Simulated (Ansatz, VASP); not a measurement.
## Two plane-wave programs on SnTe

File INCAR:

```
PREC     = Accurate       # precision mode
ENCUT    = 600            # plane-wave cutoff, eV
EDIFF    = 1E-7           # SCF threshold, eV
ISMEAR   = -1             # smearing method
SIGMA    = 0.05           # smearing width, eV
LREAL    = False          # projectors in reciprocal space
LASPH    = True           # aspherical terms in the spheres
NELM     = 80             # most SCF steps
ALGO     = Normal         # electronic algorithm
ISIF     = 3              # what is computed and relaxed
LWAVE    = False          # write WAVECAR
LCHARG   = False          # write CHGCAR
GGA      = RP             # functional
IVDW     = 13             # dispersion correction
IBRION   = 2              # ionic algorithm
NSW      = 60             # ionic steps
EDIFFG   = -0.01          # ionic threshold
```

Contents of KPOINTS:

```
Automatic mesh
0
Gamma
  7 7 7
```

The input POSCAR:

```
SnTe
1.0
    3.9047000000      0.0000000000      0.0000000000
    0.0000000000      3.9047000000      0.0000000000
    0.0000000000      0.0000000000      3.9047000000
Te Sn
1 1
Direct
    0.5000000000      0.5000000000      0.5000000000
    0.0000000000      0.0000000000      0.0000000000
```

File input.yaml:

```yaml
crystal:
  lattice:
    - [3.9047, 0.0, 0.0]
    - [0.0, 3.9047, 0.0]
    - [0.0, 0.0, 3.9047]
  atoms:
    - { symbol: Te, position: [0.5, 0.5, 0.5] }
    - { symbol: Sn, position: [0.0, 0.0, 0.0] }
hamiltonian:
  xc: rpbe
  pseudopotentials: { kind: paw }
  dispersion: d4
kpoints:
  mp_grid: { grid: [7, 7, 7] }
scf:
  occupations: { method: fermi_dirac, width: 0.05 }
output:
  forces: true
  stress: true
  eigenvalues: true
relax:
  f_tol: 0.01
  max_steps: 40
  cell: { stress_tol: 0.05 }
```

Alike in both runs: task relaxation of cell and atoms; functional RPBE; dispersion D4; k mesh 7 × 7 × 7; occupations fermi-dirac, width 0.05 eV; no spin polarisation.

```csv
,VASP,Ansatz
version,VASP 6.6.1,Ansatz 0.2.0
potentials or method,"VASP PAW PBE potentials, release 64 (Te, Sn_d)",Ansatz PAW
plane-wave cutoff (eV),600,420
valence electrons in the cell,20,30
```

|  | VASP | Ansatz | Ansatz less VASP |
| --- | --- | --- | --- |
| gap on the k mesh at the Fermi level, each at its own relaxed structure (eV) | none | none | - |
| relaxed volume (Å³/atom) | 26.95 | 26.96 | +0.015 |
| relaxed cell length with the largest relative difference (Å) | 3.777 | 3.778 | +0.0007 |

VASP's potentials were made for PBE, not for RPBE. A gap of «none» marks a metal or a gap that the smearing closes. VASP's potentials hold 20 valence electrons a cell and Ansatz's 30, so a difference there can come from the potentials and not from the codes.

Neither program's run includes spin-orbit coupling. Noted on Ansatz's run: the plane-wave basis is chosen anew once the cell has moved, so the energies of steps on either side of that aren't comparable.
